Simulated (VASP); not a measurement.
Wanted: the native input for a VASP 6.6.1 run.

```
Task                   : single point
Functional             : PBE
Potentials or basis    : VASP PAW PBE potentials, release 64 (C)
Cutoff                 : 520 eV
k mesh                 : 26 × 26 × 26
Occupations            : fermi-dirac, width 0.0612256 eV
Spin                   : no spin polarisation
Dipole correction      : no
Further INCAR settings : ALGO = Normal; EDIFF = 1e-06; NBANDS = 11
```

The structure of C lies in POSCAR:

```
C
1.0
    0.0000000000      1.8095758250      1.8095758250
    1.8095758250      0.0000000000      1.8095758250
    1.8095758250      1.8095758250      0.0000000000
C
2
Direct
    0.0000000000      0.0000000000      0.0000000000
    0.2500000000      0.2500000000      0.2500000000
```

One way to write it, as run:

INCAR

```
PREC = Accurate
ENCUT = 520
EDIFF = 1E-6
ISMEAR = -1
SIGMA = 0.06122561905347299
LREAL = F
LASPH = T
NELM = 100
ALGO = Normal
ISIF = 2
LWAVE = F
LCHARG = T
GGA = PE
LELF = T
LVHAR = T
NBANDS = 11
```

KPOINTS

```
regular mesh
0
Gamma
  26 26 26
```

Potentials or basis: VASP PAW PBE potentials, release 64 (C).

Command:

```sh
$ cat potpaw_PBE.64/C/POTCAR > POTCAR
$ mpirun -np 1 vasp_std > vasp.out
```

It gave:

* Pressure: -15.4 GPa
* Band gap on the k mesh: 4.04 eV, indirect (least direct gap 5.47 eV)

Run time: 34 s on 1 thread of Intel(R) Xeon(R) Platinum 8488C (Sapphire Rapids), on a shared host, peak memory 0.16 GiB.
